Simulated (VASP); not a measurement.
SiC:

```
CELL_PARAMETERS angstrom
3.01321 0.00000 0.00000
-1.50660 2.60951 0.00000
0.00000 0.00000 4.94495
ATOMIC_POSITIONS crystal
Si 0.66667 0.33333 0.50000
Si 0.33333 0.66667 0.00000
C 0.66667 0.33333 0.88500
C 0.33333 0.66667 0.38500
```

Base run:

| Quantity | Value |
| --- | --- |
| Program | VASP 6.6.1 |
| Functional | r2SCAN |
| Dispersion | D4 |
| Potentials or basis | VASP PAW PBE potentials, release 64 (Si, C) |
| Cutoff | 520 eV |
| k mesh | 10 × 10 × 5 |
| Occupations | fermi-dirac, width 0.05 eV |
| Spin | no spin polarisation |

Its results: band gap on the k mesh 2.78 eV (least direct gap 4.74 eV); pressure 14.1 GPa; largest force 0.870 eV/Å.

The run is repeated on the same cell with these changes: functional from r2SCAN to b88 exchange, pbe correlation; dispersion from D4 to none; cutoff from 520 eV to 600 eV. What comes out?

Band gap on the k mesh 2.38 eV (least direct gap 4.21 eV); pressure 19.4 GPa; largest force 0.855 eV/Å.

Several settings changed at once.

Caveats: the cell stands under pressure; the PAW data sets were made with another functional, which shifts forces and pressure a little; an odd mesh through Γ misses points on the zone boundary, where band edges can lie.
